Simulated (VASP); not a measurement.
Runs of VASP 6.6.1 on BP. The structure is that of space group P6_3/mmc (No. 194), or close to it. The cells are those of the table. 

| level | cell | k mesh | gap on the mesh (eV) | pressure (GPa) |
| --- | --- | --- | --- | --- |
| r2SCAN | a = 3.172, b = 3.172, c = 8.381 Å, angles 90.0, 90.0, 120.0°, 4 atoms | 9 × 9 × 4 | 1.03 | 2.9 |
| r2SCAN | a = 3.139, b = 3.139, c = 8.294 Å, angles 90.0, 90.0, 120.0°, 4 atoms | 9 × 9 × 4 | 0.99 | 6.7 |
| PBE | a = 3.214, b = 3.214, c = 9.865 Å, angles 90.0, 90.0, 120.0°, 4 atoms | 9 × 9 × 2 | 0.90 | -0.1 |
| r2SCAN | a = 3.204, b = 3.204, c = 8.467 Å, angles 90.0, 90.0, 120.0°, 4 atoms | 12 × 12 × 4 | 1.07 | -0.3 |
| PBE | a = 3.277, b = 3.277, c = 10.059 Å, angles 90.0, 90.0, 120.0°, 4 atoms | 9 × 9 × 2 | 0.96 | -4.5 |
| r2SCAN | a = 3.267, b = 3.267, c = 8.633 Å, angles 90.0, 90.0, 120.0°, 4 atoms | 9 × 9 × 4 | 1.14 | -5.7 |
| PBE | a = 3.204, b = 3.204, c = 8.467 Å, angles 90.0, 90.0, 120.0°, 4 atoms | 12 × 12 × 4 | (b) | 1.0 |
| r2SCAN | a = 3.204, b = 3.204, c = 8.467 Å, angles 90.0, 90.0, 120.0°, 4 atoms | 9 × 9 × 4 | 1.07 | (a) |
| r2SCAN | a = 3.236, b = 3.236, c = 8.550 Å, angles 90.0, 90.0, 120.0°, 4 atoms | 9 × 9 × 4 | 1.11 | -3.2 |
| PBE | a = 3.149, b = 3.149, c = 9.664 Å, angles 90.0, 90.0, 120.0°, 4 atoms | 9 × 9 × 2 | 0.83 | 5.6 |
| PBE | a = 3.182, b = 3.182, c = 9.766 Å, angles 90.0, 90.0, 120.0°, 4 atoms | 9 × 9 × 2 | 0.87 | 2.5 |
| PBE | a = 3.246, b = 3.246, c = 9.963 Å, angles 90.0, 90.0, 120.0°, 4 atoms | 9 × 9 × 2 | 0.93 | -2.4 |

Alike in all rows: task single point; potentials or basis VASP PAW PBE potentials, release 64 (B, P); no spin polarisation; cutoff (eV) 520; smearing gaussian 0.01 eV.

Task: Estimate the missing entries.

Result: (a) -0.4; (b) 0.88.

Caveats: the PAW data sets were made with another functional, which shifts forces and pressure a little (at least some runs); this functional lacks dispersion, which binds layers or chains, so the pressure and a relaxed spacing across them are unreliable (at least some runs); the stress differs along the axes, from 0 to 10 GPa (at least some runs); the stress differs along the axes, from -7 to -0 GPa (at least some runs); the stress differs along the axes, from -8 to -0 GPa (at least some runs); the cell stands under tension (at least some runs); the stress differs along the axes, from 0 to 8 GPa (at least some runs).

A k mesh can miss the band edges.
